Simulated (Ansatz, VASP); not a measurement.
# One calculation of SiGe, two programs

```xyz
4
Lattice="3.5775 0.0000 0.0000 -1.7887 3.0982 0.0000 0.0000 0.0000 7.6838" Properties=species:S:1:pos:R:3 pbc="T T T"
Si    1.7887    1.0327    6.7203
Si    0.0000    2.0655    2.8784
Ge    1.7887    1.0327    3.8449
Ge    0.0000    2.0655    0.0030
```

Alike in both runs: task single point; functional LDA; k mesh 12 × 12 × 8; occupations gaussian, width 0.03 eV; no spin polarisation.

```csv
,VASP,Ansatz
version,VASP 6.6.1,Ansatz 0.2.0
potentials or method,"VASP PAW LDA potentials, release 64 (Si, Ge_d), cutoff 520 eV","scalar-relativistic, plane waves, PAW"
valence electrons in the cell,36,36
```

Ansatz gave:

| Item | Value |
| --- | --- |
| gap on the k mesh at the Fermi level (eV) | none |
| pressure (GPa) | 4.9 |
| traceless stress, the component that is largest in VASP (GPa) | -19.65 |
| rms of the force components (eV/Å) | 0.552 |

**Question.** Which values does VASP return?

**Answer.** gap on the k mesh at the Fermi level (eV): none; pressure (GPa): 5.0; traceless stress, the component that is largest in VASP (GPa): -19.75; rms of the force components (eV/Å): 0.560.

LDA's correlation is that of Perdew and Zunger in VASP and of Perdew and Wang (1992) in Ansatz. Atom by atom the forces differ by 0.009 eV/Å (rms over components). A gap of «none» marks a metal or a gap that the smearing closes.
